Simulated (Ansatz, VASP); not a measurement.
**Two plane-wave programs on CaS**

```
Ca S
1.0
     0.00000    2.82696    2.82696
     2.82696    0.00000    2.82696
     2.82696    2.82696    0.00000
Ca S
1 1
Cartesian
  0.0000 0.0000 0.0000
  2.8270 2.8270 2.8270
```

Alike in both runs: task single point; functional PBE; k mesh 8 × 8 × 8; occupations gaussian, width 0.02 eV; no spin polarisation.

```csv
,VASP,Ansatz
version,VASP 6.6.1,Ansatz 0.2.0
potentials or method,"VASP PAW PBE potentials, release 64 (Ca_sv, S), cutoff 500 eV","scalar-relativistic, plane waves, PAW"
valence electrons in the cell,16,16
```

|  | VASP | Ansatz | Ansatz less VASP |
| --- | --- | --- | --- |
| gap on the k mesh at the Fermi level (eV) | 2.31 | 2.31 | +0.006 |
| least direct gap on the mesh (eV) | 3.13 | 3.13 | +0.006 |
| pressure (GPa) | 2.0 | 1.9 | -0.17 |
